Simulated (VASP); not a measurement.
A run of VASP 6.6.1 is set up as follows.

Contents of INCAR:

```
PREC = Accurate
ENCUT = 600
EDIFF = 1E-6
ISMEAR = 0
SIGMA = 0.1
LREAL = False
LASPH = True
NELM = 120
ALGO = Normal
ISIF = 2
LWAVE = False
LCHARG = False
GGA = PE
IVDW = 12
NBANDS = 28
GGA_COMPAT = False
```

The input KPOINTS:

```
regular mesh
0
Gamma
  4 4 4
```

POSCAR

```
SrTiO3
1.0
    3.9127013100      0.0000000000      0.0000000000
    0.0000000000      3.9127013100      0.0000000000
    0.0000000000      0.0000000000      3.9127013100
Sr Ti O
1 1 3
Direct
    0.0000000000      0.0000000000      0.0000000000
    0.5000000000      0.5000000000      0.5000000000
    0.5000000000      0.0000000000      0.5000000000
    0.5000000000      0.5000000000      0.0000000000
    0.0000000000      0.5000000000      0.5000000000
```

Potentials or basis: VASP PAW PBE potentials, release 64 (Sr_sv, Ti_sv, O).

The run is started by

```sh
$ cat potpaw_PBE.64/Sr_sv/POTCAR potpaw_PBE.64/Ti_sv/POTCAR potpaw_PBE.64/O/POTCAR > POTCAR
$ mpirun -np 1 vasp_std > vasp.out
```

(1) What does it give for the pressure?

(2) Predict the dispersion energy per atom.

Answers

(1) 0.1 GPa.

(2) -0.264 eV.

Caveat: three body term missing.
